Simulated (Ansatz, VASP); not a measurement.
**BN in VASP and in Ansatz**

```
CELL_PARAMETERS angstrom
2.50435 0.00000 0.00000
-1.25217 2.16883 0.00000
0.00000 0.00000 22.01909
ATOMIC_POSITIONS crystal
B 0.33333 0.66667 0.34040
B 0.66667 0.33333 0.50000
B 0.33333 0.66667 0.65960
N 0.66667 0.33333 0.34028
N 0.33333 0.66667 0.50000
N 0.66667 0.33333 0.65972
```

Alike in both runs: functional PBEsol; k mesh 12 × 12 × 1; occupations gaussian, width 0.05 eV; no spin polarisation.

Ansatz relaxed the structure, and its values are those at the end. VASP's run is a single point on that final structure, the one shown.

```csv
,VASP,Ansatz
version,VASP 6.6.1,Ansatz 0.2.0
potentials or method,"VASP PAW PBE potentials, release 64 (B, N), cutoff 520 eV","scalar-relativistic, plane waves, PAW"
valence electrons in the cell,24,24
```

Ansatz gave:

* gap on the k mesh at the Fermi level (eV): 4.36
* least direct gap on the mesh (eV): 4.62
* rms of the force components (eV/Å): 0.005

**Question.** Which values does VASP return?

**Answer.** gap on the k mesh at the Fermi level (eV): 4.35; least direct gap on the mesh (eV): 4.61; rms of the force components (eV/Å): 0.005.

VASP's potentials were made for PBE, not for PBEsol. Ansatz's warnings: xc potential rough in thin density.
